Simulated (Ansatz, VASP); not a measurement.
# SrLiH3 in VASP and in Ansatz

```
Li Sr H
1.0
     4.63079    0.00000    0.00000
     0.00000    4.63079    0.00000
     0.00000    0.00000    4.51502
Li Sr H
1 1 3
Direct
  0.00000 0.00000 0.00000
  0.50000 0.50000 0.50000
  0.00000 0.50000 0.50000
  0.50000 0.00000 0.50000
  0.50000 0.50000 0.00000
```

Change from the starting cell: strain +0.000 along x and y, -0.025 along z, atoms carried along.

Alike in both runs: task single point; functional PBE; k mesh 6 × 6 × 6; occupations gaussian, width 0.05 eV; no spin polarisation.

|  | VASP | Ansatz |
| --- | --- | --- |
| version | VASP 6.6.1 | Ansatz 0.2.0 |
| potentials or method | VASP PAW PBE potentials, release 64 (Li_sv, Sr_sv, H), cutoff 520 eV | scalar-relativistic, plane waves, PAW |
| valence electrons in the cell | 16 | 16 |

Ansatz gave:

| Quantity | Value |
| --- | --- |
| gap on the k mesh at the Fermi level (eV) | 1.67 |
| least direct gap on the mesh (eV) | 2.16 |

Task: Estimate VASP's values.

Result: gap on the k mesh at the Fermi level (eV): 1.66; least direct gap on the mesh (eV): 2.16.

Noted on VASP's run: the cutoff is under 1.25 times that of the potentials, so the pressure is a little rough.
